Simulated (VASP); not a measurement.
# Ca (I4_1/amd) in VASP: single point with PBE

Aim: the single point of Ca with PBE.

Program: VASP 6.6.1. These are calculated values, not measurements. Logs are shortened: lines on timing, memory, paths and dates and some standing lists are left out, and cuts for length are marked.

### Step 1. The cell of the first run

It takes space group I4_1/amd (No. 141, tetragonal). The conventional cell has a = 5.047 Å, b = 5.047 Å, c = 2.704 Å, α = 90.00°, β = 90.00°, γ = 90.00°. Ca (site symmetry -4m2) has 10 Ca at 2.61 to 3.24 Å within 3.4 Å.

### Step 2. Single point, PBE (17.22 Å³/atom)

Input file POSCAR:

```
Ca
1.0
   -2.5235110640      2.5235110640      1.3517976740
    2.5235110640     -2.5235110640      1.3517976740
    2.5235110640      2.5235110640     -1.3517976740
Ca
2
Direct
   -0.3750000000     -0.1250000000     -0.2500000000
    0.3750000000      0.1250000000      0.2500000000
```

Input file INCAR.step1:

```
PREC = Accurate
ENCUT = 520
EDIFF = 1E-6
ISMEAR = -1
SIGMA = 0.05
LREAL = False
LASPH = True
NELM = 100
ALGO = Normal
ISIF = 2
LWAVE = False
LCHARG = True
GGA = PE
NBANDS = 17
```

Input file KPOINTS.step1:

```
regular mesh
0
Gamma
  12 12 12
```

Input file INCAR.step2:

```
PREC = Accurate
ENCUT = 520
EDIFF = 1E-6
ISMEAR = -5
SIGMA = 0.05
LREAL = False
LASPH = True
NELM = 100
ALGO = Normal
ISIF = 2
LWAVE = False
LCHARG = False
GGA = PE
LORBIT = 10
NBANDS = 17
NEDOS = 2001
ICHARG = 11
```

Input file KPOINTS.step2:

```
regular mesh
0
Gamma
  18 18 18
```

Potentials or basis: VASP PAW PBE potentials, release 64 (Ca_sv).

On the command line:

```
cat potpaw_PBE.64/Ca_sv/POTCAR > POTCAR
cp INCAR.step1 INCAR
cp KPOINTS.step1 KPOINTS
mpirun -np 1 vasp_std > vasp.out
cp INCAR.step2 INCAR
cp KPOINTS.step2 KPOINTS
mpirun -np 1 vasp_std > vasp.out
```

OUTCAR:

```text
PREC = Accurate
   ENCUT = 520
   EDIFF = 1E-6
   ISMEAR = -5
   LREAL = False
   LASPH = True
   NELM = 100
   ISIF = 2
   GGA = PE
   LORBIT = 10
   ICHARG = 11

 ion  position               nearest neighbor table
   1  0.625  0.875  0.750-   2 2.61   2 2.61   2 2.61   2 2.61
   2  0.375  0.125  0.250-   1 2.61   1 2.61   1 2.61   1 2.61

  LATTYP: Found a body centered tetragonal cell.
 ALAT       =     5.0470221280
 C/A-ratio  =     0.5356812947

  Lattice vectors:

 A1 = (  -2.5235110640,   2.5235110640,   1.3517976740)
 A2 = (   2.5235110640,  -2.5235110640,   1.3517976740)
 A3 = (   2.5235110640,   2.5235110640,  -1.3517976740)

Analysis of symmetry for initial positions (statically):
=====================================================================
 Subroutine PRICEL returns:
 Original cell was already a primitive cell.

 Routine SETGRP: Setting up the symmetry group for a
 body centered tetragonal supercell.

 Subroutine GETGRP returns: Found 16 space group operations
 (whereof  4 operations were pure point group operations)
 out of a pool of 16 trial point group operations.

The static configuration has the point symmetry C_2h.
 The point group associated with its full space group is D_4h.

Analysis of symmetry for dynamics (positions and initial velocities):
=====================================================================
 Subroutine PRICEL returns:
 Original cell was already a primitive cell.

 Routine SETGRP: Setting up the symmetry group for a
 body centered tetragonal supercell.

 Subroutine GETGRP returns: Found 16 space group operations
 (whereof  4 operations were pure point group operations)
 out of a pool of 16 trial point group operations.

The dynamic configuration has the point symmetry C_2h.
 The point group associated with its full space group is D_4h.

 Subroutine INISYM returns: Found 16 space group operations
 (whereof  4 operations are pure point group operations),
 and found     1 'primitive' translations

----------------------------------------------------------------------------------------

                                     Primitive cell

  volume of cell :      34.4336

  direct lattice vectors                    reciprocal lattice vectors
    -2.523511064  2.523511064  1.351797674     0.000000000  0.198136639  0.369877837
     2.523511064 -2.523511064  1.351797674     0.198136639  0.000000000  0.369877837
     2.523511064  2.523511064 -1.351797674     0.198136639  0.198136639  0.000000000

  length of vectors
     3.816224984  3.816224984  3.816224984     0.419604268  0.419604268  0.280207522

  position of ions in fractional coordinates (direct lattice)
     0.625000000  0.875000000  0.750000000
     0.375000000  0.125000000  0.250000000

  ion indices of the primitive-cell ions
   primitive index   ion index
                 1           1
                 2           2

----------------------------------------------------------------------------------------

 KPOINTS: regular mesh

Automatic generation of k-mesh.
 Grid dimensions read from file:
 generate k-points for:   18   18   18

 Generating k-lattice:

  Cartesian coordinates                     Fractional coordinates (reciprocal lattice)
     0.000000000  0.011007591  0.020548769     0.055555556  0.000000000  0.000000000
     0.011007591  0.000000000  0.020548769     0.000000000  0.055555556  0.000000000
     0.011007591  0.011007591  0.000000000     0.000000000  0.000000000  0.055555556

  Length of vectors
     0.023311348  0.023311348  0.015567085

  Shift w.r.t. Gamma in fractional coordinates (k-lattice)
     0.000000000  0.000000000  0.000000000

 TETIRR: Found  14167 inequivalent tetrahedra from    34992

 Subroutine IBZKPT returns following result:
 ===========================================

 Found    480 irreducible k-points:

 Following reciprocal coordinates:
            Coordinates               Weight
  0.000000  0.000000  0.000000      1.000000
  0.055556 -0.000000  0.000000      8.000000
  0.111111 -0.000000  0.000000      8.000000
  0.166667 -0.000000  0.000000      8.000000
  0.222222 -0.000000  0.000000      8.000000
  0.277778 -0.000000  0.000000      8.000000
[... 16 lines left out ...]
 -0.277778  0.055556 -0.000000     16.000000
 -0.222222  0.055556 -0.000000     16.000000
 [... further k-points ...]
   k-points           NKPTS =    480   k-points in BZ     NKDIM =    480   number of bands    NBANDS=     17
   number of dos      NEDOS =   2001   number of ions     NIONS =      2
   total plane-waves  NPLWV =  21952
   dimension x,y,z NGX =    28 NGY =   28 NGZ =   28
   dimension x,y,z NGXF=    56 NGYF=   56 NGZF=   56
   ions per type =               2
   NGX,Y,Z   is equivalent  to a cutoff of  12.20, 12.20, 12.20 a.u.
   NGXF,Y,Z  is equivalent  to a cutoff of  24.40, 24.40, 24.40 a.u.
 SYSTEM =  unknown system
   PREC   = accura    normal or accurate (medium, high low for compatibility)
   ISTART =      0    job   : 0-new  1-cont  2-samecut
   ICHARG =     11    charge: 1-file 2-atom 10-const
   ISPIN  =      1    spin polarized calculation?
   LNONCOLLINEAR =      F non collinear calculations
   LSORBIT =      F    spin-orbit coupling
   LASPH  =      T    aspherical Exc in radial PAW
   ENCUT  =  520.0 eV  38.22 Ry    6.18 a.u.   7.10  7.10  7.10*2*pi/ulx,y,z
   NELM   =    100;   NELMIN=  2; NELMDL=  0     # of ELM steps
   EDIFF  = 0.1E-05   stopping-criterion for ELM
   LREAL  =      F    real-space projection
   EDIFFG = 0.1E-04   stopping-criterion for IOM
   NSW    =      0    number of steps for IOM
   IBRION =     -1    ionic relax: 0-MD 1-quasi-New 2-CG
   NFREE  =      0    steps in history (QN), initial steepest desc. (CG)
   ISIF   =      2    stress and relaxation
   ISYM   =      2    0-nonsym 1-usesym 2-fastsym
   POTIM  = 0.5000    time-step for ionic-motion
   TEBEG  =    0.0;   TEEND  =   0.0 temperature during run
   PSTRESS=    0.0 pullay stress
   NELECT =      20.0000    total number of electrons
   NUPDOWN=      -1.0000    fix difference up-down
   EMIN   =  10.00;   EMAX   =-10.00  energy-range for DOS
   EFERMI =   0.00;   METHOD = LEGACY
   ISMEAR =    -5;   SIGMA  =   0.05  broadening in eV -4-tet -1-fermi 0-gaus
   EFERMI_NEDOS =   21; number of points for ismear=-14 and -15
   IALGO  =     38    algorithm
   IMIX   =      4    mixing-type and parameters
     AMIX     =   0.40;   BMIX     =  1.00
     AMIX_MAG =   1.60;   BMIX_MAG =  1.00
  volume/ion in A,a.u.               =      17.22       116.18
  Fermi-wavevector in a.u.,A,eV,Ry     =   1.365916  2.581208 25.384766  1.865728
  Thomas-Fermi vector in A             =   2.492103
   LORBIT       =     10    0 simple, 1 ext, 2 COOP (PROOUT), +10 PAW based schemes
   GGA     = PE    functional components
   LHFCALC =     F    Hartree Fock is set to
   AEXX    =    0.0000 exact exchange contribution
   IVDW    =     0    specifies the selected vdW correction
   LEPSILON=     F    determine dielectric tensor
   LRPA    =     F    only Hartree local field effects (RPA)
 non-spin polarized calculation
 Fermi weights with tetrahedron method with Bloechl corrections
  energy-cutoff  :      520.00
  volume of cell :       34.43
 maximum number of plane-waves:       945

 number of electron      20.0000001 magnetization

 Free energy of the ion-electron system (eV)
  ---------------------------------------------------
  ext. energy  EPLUGINS =         0.00000000
  ---------------------------------------------------
  free energy    TOTEN  =         0.71908548 eV

  energy without entropy =        0.71908548  energy(sigma->0) =        0.71908548

 E-fermi :   6.7475     XC(G=0): -11.1479

 val. band max:        6.7915883782   @ k =  -0.3333   0.3889   0.2778
 cond. band min:       6.6206564613   @ k =   0.2778   0.2778   0.2222
 fundamental gap:     -0.1709319169
 Fermi energy:         6.7474887166

 k-point     1 :       0.0000    0.0000    0.0000
  band No.  band energies     occupation
      1     -34.4206      2.00000
      2     -33.4609      2.00000
      3     -15.9950      2.00000
      4     -15.9950      2.00000
      5     -14.1058      2.00000
      6     -14.0891      2.00000
[... 9 lines left out ...]
     16      12.5005      0.00000
     17      12.5005      0.00000

 k-point     2 :       0.0556   -0.0000    0.0000
  band No.  band energies     occupation
      1     -34.4045      2.00000
      2     -33.4582      2.00000
      3     -15.9884      2.00000
      4     -15.9692      2.00000
      5     -14.1752      2.00000
      6     -14.1586      2.00000
[... 9 lines left out ...]
     16      13.0845      0.00000
     17      13.0908      0.00000

 k-point     3 :       0.1111   -0.0000    0.0000
  band No.  band energies     occupation
      1     -34.3578      2.00000
      2     -33.4506      2.00000
      3     -15.9693      2.00000
      4     -15.8957      2.00000
      5     -14.3754      2.00000
      6     -14.3354      2.00000
[... 9 lines left out ...]
     16      13.1035      0.00000
     17      13.1924      0.00000

 k-point     4 :       0.1667   -0.0000    0.0000
  band No.  band energies     occupation
      1     -34.2845      2.00000
      2     -33.4398      2.00000
      3     -15.9392      2.00000
      4     -15.7871      2.00000
      5     -14.6787      2.00000
      6     -14.5768      2.00000
[... 9 lines left out ...]
     16      12.5998      0.00000
     17      12.8780      0.00000
[... 343 lines left out ...]
      1     -34.0558      2.00000
      2     -33.4500      2.00000
      3     -15.8799      2.00000
      4     -15.6198      2.00000
      5     -15.3591      2.00000
      6     -14.9665      2.00000
[... 9 lines left out ...]
     16      11.8233      0.00000
     17      12.4431      0.00000

 k-point    23 :      -0.2778    0.0556   -0.0000
  band No.  band energies     occupation
      1     -34.1618      2.00000
      2     -33.4579      2.00000
      3     -15.9171      2.00000
      4     -15.5902      2.00000
      5     -15.0652      2.00000
      6     -14.8190      2.00000
[... 9 lines left out ...]
     16      11.9847      0.00000
     17      12.3541      0.00000

 k-point    24 :      -0.2222    0.0556   -0.0000
  band No.  band energies     occupation
      1     -34.2588      2.00000
      2     -33.4660      2.00000
      3     -15.9510      2.00000
      4     -15.7027      2.00000
      5     -14.7245      2.00000
      6     -14.5734      2.00000
[... 9 lines left out ...]
     16      12.3660      0.00000
     17      12.8193      0.00000

 [... further k-points ...]

------------------------ aborting loop because EDIFF is reached ----------------------------------------

  FORCE on cell =-STRESS in cart. coord.  units (eV):
  Direction    XX          YY          ZZ          XY          YZ          ZX
  --------------------------------------------------------------------------------------
  -------------------------------------------------------------------------------------
  Total       10.6239428     10.6239428     10.4937352     -0.0000000      0.0000000      0.0000000
  in kB      494.3268440    494.3268440    488.2683472     -0.0000000      0.0000000      0.0000000
  external PRESSURE =     492.3073451 kB  Pullay stress =       0.0000000 kB

 VOLUME and BASIS-vectors are now :
 -----------------------------------------------------------------------------
  energy-cutoff  :      520.00
  volume of cell :       34.43
      direct lattice vectors                 reciprocal lattice vectors
    -2.523511064  2.523511064  1.351797674     0.000000000  0.198136639  0.369877837
     2.523511064 -2.523511064  1.351797674     0.198136639  0.000000000  0.369877837
     2.523511064  2.523511064 -1.351797674     0.198136639  0.198136639  0.000000000

 POSITION                                       TOTAL-FORCE (eV/Angst)
 -----------------------------------------------------------------------------------
      2.52351      1.26176      1.01385        -0.000000      0.000000     -0.000000
      0.00000      1.26176      0.33795         0.000000     -0.000000      0.000000
 -----------------------------------------------------------------------------------
    total drift:                                0.000000      0.000000     -0.000000

  FREE ENERGIE OF THE ION-ELECTRON SYSTEM (eV)
  ---------------------------------------------------
  free  energy   TOTEN  =         0.7190854816 eV

  energy  without entropy=        0.7190854816  energy(sigma->0) =        0.71908548

 total charge

# of ion       s       p       d       tot
------------------------------------------
    1        2.128   5.832   0.647   8.607
    2        2.128   5.832   0.647   8.607
--------------------------------------------------
tot          4.256  11.664   1.294  17.213
```

It took 1.8 min on 1 thread of Intel Xeon 6975P-C (Granite Rapids), shared host; peak memory 0.37 GiB.

What came out:

```yaml
Valence_electrons_inside_the_program's_atomic_spheres: Ca 8.61
```

Caveat: tetrahedron occupations give inexact forces and stress in metals.
